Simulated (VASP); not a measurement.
# Sn: single point with LDA

The system is Sn.

```xyz
1
Lattice="1.6171 0.9336 4.8006 -1.6171 0.9336 4.8006 0.0000 -1.8673 4.8006" Properties=species:S:1:pos:R:3 pbc="T T T"
Sn    0.0000    0.0000    7.2009
```

```json
{
 "Program": "VASP 6.6.1",
 "Task": "single point",
 "Functional": "LDA",
 "Potentials or basis": "VASP PAW LDA potentials, release 64 (Sn_d)",
 "Cutoff": "520 eV",
 "k mesh": "6 × 6 × 6",
 "Occupations": "fermi-dirac, width 0.1 eV",
 "Spin": "no spin polarisation"
}
```

| Quantity | Value |
| --- | --- |
| Pressure | -4.0 GPa |
| Band gap on the k mesh | zero (band 7 reaches 3.83 eV, above the bottom of band 8 at 1.83 eV) |

Stress tensor (GPa, compression positive):
```
-4.84  0.00  0.00
 0.00 -4.84  0.00
 0.00  0.00 -2.39
```

Levels at points of the mesh, in eV from the Fermi level:
| k point | band 5 | band 6 | band 7 | band 8 | band 9 | band 10 |
| --- | --- | --- | --- | --- | --- | --- |
| (0.00, 0.00, 0.00) | -21.24 | -9.53 | -0.89 | 2.92 | 8.48 | 8.48 |
| (0.50, 0.00, 0.00) | -21.12 | -5.29 | -3.26 | 2.05 | 4.78 | 5.46 |
| (0.50, 0.50, 0.00) | -21.12 | -5.20 | -3.17 | 1.34 | 4.41 | 4.62 |
| (0.50, 0.50, 0.50) | -21.24 | -9.34 | -2.68 | 8.41 | 8.41 | 8.51 |

It took 86 s on 1 thread of AMD EPYC 7R13, on a shared host, peak memory 0.16 GiB.

Caveat: the k points lie up to 0.38 Å⁻¹ apart; spin-orbit coupling is left out, which moves the levels of the heavy elements.
